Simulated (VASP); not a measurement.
Input of a VASP 6.6.1 run:

Contents of INCAR:

```
SYSTEM = SnSe2
PREC     = Accurate       ! precision mode
ENCUT    = 520            ! plane-wave cutoff, eV
EDIFF    = 1E-6           ! SCF threshold, eV
ISMEAR   = -1             ! smearing method
SIGMA    = 0.1            ! smearing width, eV
LREAL    = .FALSE.        ! projectors in reciprocal space
LASPH    = .TRUE.         ! aspherical terms in the spheres
NELM     = 100            ! most SCF steps
ALGO     = Normal         ! electronic algorithm
ISIF     = 2              ! what is computed and relaxed
LWAVE    = .FALSE.        ! write WAVECAR
LCHARG   = .FALSE.        ! write CHGCAR
GGA      = PE             ! functional
IVDW     = 12             ! dispersion correction
NBANDS   = 20             ! bands
```

The input KPOINTS:

```
regular mesh
0
G
  15 15 8
  0 0 0
```

File POSCAR:

```
SnSe2
1.0
    3.5708962868      0.0000000000      0.0000000000
   -1.7854481434      3.0924868987      0.0000000000
    0.0000000000      0.0000000000      5.1536352318
Sn Se
1 2
Direct
    0.0000000000      0.0000000000      0.0000000000
    0.3333333333      0.6666666667      0.3098247267
    0.6666666667      0.3333333333      0.6901752733
```

Potentials or basis: VASP PAW PBE potentials, release 64 (Sn_d, Se).

Command:

```bash
$ cat potpaw_PBE.64/Sn_d/POTCAR potpaw_PBE.64/Se/POTCAR > POTCAR
$ mpirun -np 1 vasp_std > vasp.out
```

Problem. What does it give for the pressure?

Solution. 26.0 GPa.

Problem. Predict the dispersion energy per atom.

Solution. -0.496 eV.

Problem. What does it give for the band gap on the k mesh?

Solution. Zero (band 13 reaches 9.16 eV, above the bottom of band 14 at 7.56 eV).

Forces in eV/Å, atoms in the order of the input:
```
Sn   0.000  0.000  0.000
Se   0.000  0.000  0.025
Se   0.000  0.000 -0.025
```

Caveat: spin-orbit coupling is left out, which moves the levels of the heavy elements; pairwise dispersion overbinds metals, which lowers pressure and volume.
